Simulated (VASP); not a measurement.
# PbS (wurtzite type) (P6_3mc) in VASP: relaxation of cell and atoms with PBE

Aim: the relaxation of cell and atoms of PbS (wurtzite type) with PBE.

Program: VASP 6.6.1. These are calculated values, not measurements. Logs are shortened: lines on timing, memory, paths and dates and some standing lists are left out, and cuts for length are marked.

### 1 The cell of the first run

Symmetry: P6_3mc, No. 186, hexagonal system. The conventional cell has a = 3.889 Å, b = 3.889 Å, c = 6.339 Å, α = 90.00°, β = 90.00°, γ = 120.00°. Pb (site symmetry 3m) has 4 S at 2.38 Å within 3.1 Å. S (site symmetry 3m) has 4 Pb at 2.38 Å within 3.1 Å.

### 2 Relaxation of cell and atoms, PBE, target pressure 40 GPa, at which the enthalpy is minimised

The input, INCAR:

```
PREC = Accurate ; ENCUT = 600
EDIFF = 1E-6 ; ISMEAR = -1
SIGMA = 0.1 ; LREAL = F
LASPH = T ; NELM = 80
ALGO = Normal ; ISIF = 3
LWAVE = F ; LCHARG = F
GGA = PE ; IBRION = 2
NSW = 60 ; EDIFFG = -0.005
PSTRESS = 400.0
```

The input, KPOINTS:

```
Automatic mesh
0
Gamma
  9 9 5
```

The input, POSCAR:

```
PbS
1.0
    3.8887107148      0.0000000000      0.0000000000
   -1.9443553574      3.3677222670      0.0000000000
    0.0000000000      0.0000000000      6.3385984651
Pb S
2 2
Direct
    0.3333333333      0.6666666667      0.0000000000
    0.6666666667      0.3333333333      0.5000000000
    0.3333333333      0.6666666667      0.3760000000
    0.6666666667      0.3333333333      0.8760000000
```

Potentials or basis: VASP PAW PBE potentials, release 64 (Pb_d, S).

Started as:

```bash
$ cat potpaw_PBE.64/Pb_d/POTCAR potpaw_PBE.64/S/POTCAR > POTCAR
$ mpirun -np 1 vasp_std > vasp.out
```

OUTCAR:

```text
PREC = Accurate
   ENCUT = 600
   EDIFF = 1E-6
   ISMEAR = -1
   LREAL = F
   LASPH = T
   NELM = 80
   ISIF = 3
   GGA = PE
   IBRION = 2
   NSW = 60
   EDIFFG = -0.005
   PSTRESS = 400.0

 ion  position               nearest neighbor table
   1  0.333  0.667  0.000-   4 2.38   4 2.38   4 2.38   3 2.38   2 3.88   2 3.88   2 3.88   2 3.88
                             2 3.88   2 3.88
   2  0.667  0.333  0.500-   3 2.38   3 2.38   3 2.38   4 2.38   1 3.88   1 3.88   1 3.88   1 3.88
                             1 3.88   1 3.88
   3  0.333  0.667  0.376-   2 2.38   2 2.38   2 2.38   1 2.38
   4  0.667  0.333  0.876-   1 2.38   1 2.38   1 2.38   2 2.38

  LATTYP: Found a hexagonal cell.
 ALAT       =     3.8887107148
 C/A-ratio  =     1.6300000000

  Lattice vectors:

 A1 = (   3.8887107148,   0.0000000000,   0.0000000000)
 A2 = (  -1.9443553574,   3.3677222670,   0.0000000000)
 A3 = (   0.0000000000,   0.0000000000,   6.3385984651)

Analysis of symmetry for initial positions (statically):
=====================================================================
 Subroutine PRICEL returns:
 Original cell was already a primitive cell.

 Routine SETGRP: Setting up the symmetry group for a
 hexagonal supercell.

 Subroutine GETGRP returns: Found 12 space group operations
 (whereof  6 operations were pure point group operations)
 out of a pool of 24 trial point group operations.

The static configuration has the point symmetry C_3v.
 The point group associated with its full space group is C_6v.

Analysis of symmetry for dynamics (positions and initial velocities):
=====================================================================
 Subroutine PRICEL returns:
 Original cell was already a primitive cell.

 Routine SETGRP: Setting up the symmetry group for a
 hexagonal supercell.

 Subroutine GETGRP returns: Found 12 space group operations
 (whereof  6 operations were pure point group operations)
 out of a pool of 24 trial point group operations.

The dynamic configuration has the point symmetry C_3v.
 The point group associated with its full space group is C_6v.

 Subroutine INISYM returns: Found 12 space group operations
 (whereof  6 operations are pure point group operations),
 and found     1 'primitive' translations

----------------------------------------------------------------------------------------

                                     Primitive cell

  volume of cell :      83.0109

  direct lattice vectors                    reciprocal lattice vectors
     3.888710715  0.000000000  0.000000000     0.257154639  0.148468300  0.000000000
    -1.944355357  3.367722267  0.000000000     0.000000000  0.296936600  0.000000000
     0.000000000  0.000000000  6.338598465     0.000000000  0.000000000  0.157763582

  length of vectors
     3.888710715  3.888710715  6.338598465     0.296936600  0.296936600  0.157763582

  position of ions in fractional coordinates (direct lattice)
     0.333333333  0.666666667  0.000000000
     0.666666667  0.333333333  0.500000000
     0.333333333  0.666666667  0.376000000
     0.666666667  0.333333333  0.876000000

  ion indices of the primitive-cell ions
   primitive index   ion index
                 1           1
                 2           2
                 3           3
                 4           4

----------------------------------------------------------------------------------------

 KPOINTS: Automatic mesh

Automatic generation of k-mesh.
 Grid dimensions read from file:
 generate k-points for:    9    9    5

 Generating k-lattice:

  Cartesian coordinates                     Fractional coordinates (reciprocal lattice)
     0.028572738  0.016496478  0.000000000     0.111111111  0.000000000  0.000000000
     0.000000000  0.032992956  0.000000000     0.000000000  0.111111111  0.000000000
     0.000000000  0.000000000  0.031552716     0.000000000  0.000000000  0.200000000

  Length of vectors
     0.032992956  0.032992956  0.031552716

  Shift w.r.t. Gamma in fractional coordinates (k-lattice)
     0.000000000  0.000000000  0.000000000

 Subroutine IBZKPT returns following result:
 ===========================================

 Found     36 irreducible k-points:

 Following reciprocal coordinates:
            Coordinates               Weight
  0.000000  0.000000  0.000000      1.000000
  0.111111 -0.000000  0.000000      6.000000
  0.222222 -0.000000  0.000000      6.000000
  0.333333  0.000000  0.000000      6.000000
  0.444444 -0.000000  0.000000      6.000000
  0.111111  0.111111  0.000000      6.000000
[... 16 lines left out ...]
  0.333333  0.222222  0.200000     24.000000
  0.333333  0.333333  0.200000      4.000000
 [... further k-points ...]
   k-points           NKPTS =     36   k-points in BZ     NKDIM =     36   number of bands    NBANDS=     24
   number of dos      NEDOS =    301   number of ions     NIONS =      4
   total plane-waves  NPLWV =  55296
   dimension x,y,z NGX =    32 NGY =   32 NGZ =   54
   dimension x,y,z NGXF=    64 NGYF=   64 NGZF=  108
   ions per type =               2   2
   NGX,Y,Z   is equivalent  to a cutoff of  13.68, 13.68, 14.16 a.u.
   NGXF,Y,Z  is equivalent  to a cutoff of  27.36, 27.36, 28.33 a.u.
 SYSTEM =  unknown system
   PREC   = accura    normal or accurate (medium, high low for compatibility)
   ISTART =      0    job   : 0-new  1-cont  2-samecut
   ICHARG =      2    charge: 1-file 2-atom 10-const
   ISPIN  =      1    spin polarized calculation?
   LNONCOLLINEAR =      F non collinear calculations
   LSORBIT =      F    spin-orbit coupling
   LASPH  =      T    aspherical Exc in radial PAW
   ENCUT  =  600.0 eV  44.10 Ry    6.64 a.u.   7.77  7.77 12.66*2*pi/ulx,y,z
   NELM   =     80;   NELMIN=  2; NELMDL= -5     # of ELM steps
   EDIFF  = 0.1E-05   stopping-criterion for ELM
   LREAL  =      F    real-space projection
   EDIFFG = -.5E-02   stopping-criterion for IOM
   NSW    =     60    number of steps for IOM
   IBRION =      2    ionic relax: 0-MD 1-quasi-New 2-CG
   NFREE  =      1    steps in history (QN), initial steepest desc. (CG)
   ISIF   =      3    stress and relaxation
   ISYM   =      2    0-nonsym 1-usesym 2-fastsym
   POTIM  = 0.5000    time-step for ionic-motion
   TEBEG  =    0.0;   TEEND  =   0.0 temperature during run
   PSTRESS=  400.0 pullay stress
   NELECT =      40.0000    total number of electrons
   NUPDOWN=      -1.0000    fix difference up-down
   EMIN   =  10.00;   EMAX   =-10.00  energy-range for DOS
   EFERMI =   0.00;   METHOD = LEGACY
   ISMEAR =    -1;   SIGMA  =   0.10  broadening in eV -4-tet -1-fermi 0-gaus
   EFERMI_NEDOS =   21; number of points for ismear=-14 and -15
   IALGO  =     38    algorithm
   IMIX   =      4    mixing-type and parameters
     AMIX     =   0.40;   BMIX     =  1.00
     AMIX_MAG =   1.60;   BMIX_MAG =  1.00
  volume/ion in A,a.u.               =      20.75       140.05
  Fermi-wavevector in a.u.,A,eV,Ry     =   1.283462  2.425392 22.412543  1.647275
  Thomas-Fermi vector in A             =   2.415714
   LORBIT       =      0    0 simple, 1 ext, 2 COOP (PROOUT), +10 PAW based schemes
   GGA     = PE    functional components
   LHFCALC =     F    Hartree Fock is set to
   AEXX    =    0.0000 exact exchange contribution
   IVDW    =     0    specifies the selected vdW correction
   LEPSILON=     F    determine dielectric tensor
   LRPA    =     F    only Hartree local field effects (RPA)
 conjugate gradient relaxation of ions
 non-spin polarized calculation
  energy-cutoff  :      600.00
  volume of cell :       83.01
 maximum number of plane-waves:      2810
 NGX is ok and might be reduce to    32
   NGX = 15   NGY = 15   NGZ = 25

--------------------------------------- Ionic step        1  -------------------------------------------

 number of electron      39.9999999 magnetization

 Free energy of the ion-electron system (eV)
  ---------------------------------------------------
  ext. energy  EPLUGINS =         0.00000000
  ---------------------------------------------------
  free energy    TOTEN  =        -9.64605603 eV

  energy without entropy =       -9.63223497  energy(sigma->0) =       -9.63914550

------------------------ aborting loop because EDIFF is reached ----------------------------------------

  FORCE on cell =-STRESS in cart. coord.  units (eV):
  Direction    XX          YY          ZZ          XY          YZ          ZX
  --------------------------------------------------------------------------------------
  -------------------------------------------------------------------------------------
  Total       31.4938536     31.4938536     29.4665540      0.0000000      0.0000000      0.0000000
  in kB      607.8567456    607.8567456    568.7282294      0.0000000      0.0000000      0.0000000
  external PRESSURE =     194.8139069 kB  Pullay stress =     400.0000000 kB
[... 1413 lines left out ...]
  FREE ENERGIE OF THE ION-ELECTRON SYSTEM (eV)
  ---------------------------------------------------
  free  energy   TOTEN  =       -12.6222975171 eV

  energy  without entropy=      -12.6191046989  energy(sigma->0) =      -12.62070111

  enthalpy is  TOTEN    =        10.5636264331 eV   P V=       23.1859239502

[... ionic steps 4 to 46 ...]

--------------------------------------- Ionic step       47  -------------------------------------------

 number of electron      40.0000002 magnetization

------------------------ aborting loop because EDIFF is reached ----------------------------------------

  FORCE on cell =-STRESS in cart. coord.  units (eV):
  Direction    XX          YY          ZZ          XY          YZ          ZX
  --------------------------------------------------------------------------------------
  -------------------------------------------------------------------------------------
  Total       21.7410296     21.7410296     21.7081871      0.0000000     -0.0000000      0.0000000
  in kB      400.0719933    400.0719936    399.4676351      0.0000000     -0.0000000      0.0000000
  external PRESSURE =      -0.1294593 kB  Pullay stress =     400.0000000 kB
[... 65 lines left out ...]
  enthalpy is  TOTEN    =         8.4541564727 eV   P V=       21.7409059570

--------------------------------------- Ionic step       49  -------------------------------------------

 number of electron      40.0000002 magnetization

 Free energy of the ion-electron system (eV)
  ---------------------------------------------------
  ext. energy  EPLUGINS =         0.00000000
  ---------------------------------------------------
  free energy    TOTEN  =       -13.27988197 eV

  energy without entropy =      -13.26947900  energy(sigma->0) =      -13.27468048

 E-fermi :   9.0489     XC(G=0): -10.2999

 val. band max:        8.8471372420   @ k =   0.3333   0.3333   0.4000
 cond. band min:       9.2998208734   @ k =   0.1111   0.1111   0.0000
 fundamental gap:      0.4526836314
 Fermi energy:         9.0489134465

 k-point     1 :       0.0000    0.0000    0.0000
  band No.  band energies     occupation
      1      -9.4728      2.00000
      2      -8.8498      2.00000
      3      -8.8498      2.00000
      4      -8.8479      2.00000
      5      -8.8479      2.00000
      6      -8.7738      2.00000
[... 670 lines left out ...]
  FREE ENERGIE OF THE ION-ELECTRON SYSTEM (eV)
  ---------------------------------------------------
  free  energy   TOTEN  =       -13.2798819652 eV

  energy  without entropy=      -13.2694789967  energy(sigma->0) =      -13.27468048

  enthalpy is  TOTEN    =         8.4541509302 eV   P V=       21.7340328954

 reached required accuracy - stopping structural energy minimisation
```

Wall time 54 min (1 thread of AMD EPYC 7R13, shared host); peak memory 0.26 GiB.

Results:

- Free energy: -13.2799 eV
- Relaxed volume: 21.76 Å³/atom
- Relaxed cell: a = 4.360 Å, b = 4.360 Å, c = 5.287 Å, α = 90.00°, β = 90.00°, γ = 120.00°
- Space group after relaxing (to 0.1 Å): P6_3/mmc (No. 194)
- Energy change on relaxing (the run minimises the enthalpy): -908.5 meV/atom
- Ionic steps: 49
- Pressure after relaxing: 40.0 GPa
- Band gap on the k mesh: 0.45 eV (least direct gap 1.03 eV)

Step by step:
```tsv
step	energy change (eV)	largest force (eV/Å)	pressure (GPa)	volume (Å³)
1	0.0000	0.1979	59.48	83.01
3	-2.9762	0.1379	38.46	92.87
5	-2.7338	0.1160	40.21	91.88
7	-2.7818	0.5969	40.09	91.84
9	-3.0823	3.1813	39.83	90.53
11	-2.6952	4.5596	41.92	89.97
13	-2.6242	4.8056	42.42	89.72
15	-2.6251	4.8138	42.41	89.72
17	-2.6283	4.8394	42.40	89.73
19	-2.6323	4.9392	42.38	89.72
21	-2.6491	4.9071	42.30	89.73
23	-2.7234	4.7663	41.95	89.77
25	-2.9988	4.2327	40.66	89.94
27	-3.7795	2.4822	36.73	90.56
29	-4.0682	1.2843	34.84	91.04
31	-3.8295	0.8646	38.15	88.36
33	-3.5923	0.7125	40.06	87.23
35	-3.5969	0.6499	40.04	87.20
37	-3.7727	0.2034	38.89	87.65
39	-3.8155	0.0565	38.57	87.80
41	-3.6232	0.0170	40.10	87.01
43	-3.6313	0.0098	40.03	87.04
45	-3.6316	0.0109	40.03	87.05
47	-3.6369	0.0066	39.99	87.07
49	-3.6338	0.0009	40.01	87.05
```

Final structure:
```
Pb S
1.0
     4.36019    0.00000    0.00000
    -2.18009    3.77603    0.00000
     0.00000    0.00000    5.28750
Pb S
2 2
Direct
  0.33333 0.66667 0.93803
  0.66667 0.33333 0.43803
  0.33333 0.66667 0.43797
  0.66667 0.33333 0.93797
```

Caveat: the cell is relaxed towards a set pressure, so the run minimises the enthalpy, not the energy; a cell axis changed by over 15 % at a fixed basis, so the end point is rough; spin-orbit coupling is left out, which moves the levels of the heavy elements; an odd mesh through Γ misses points on the zone boundary, where band edges can lie.
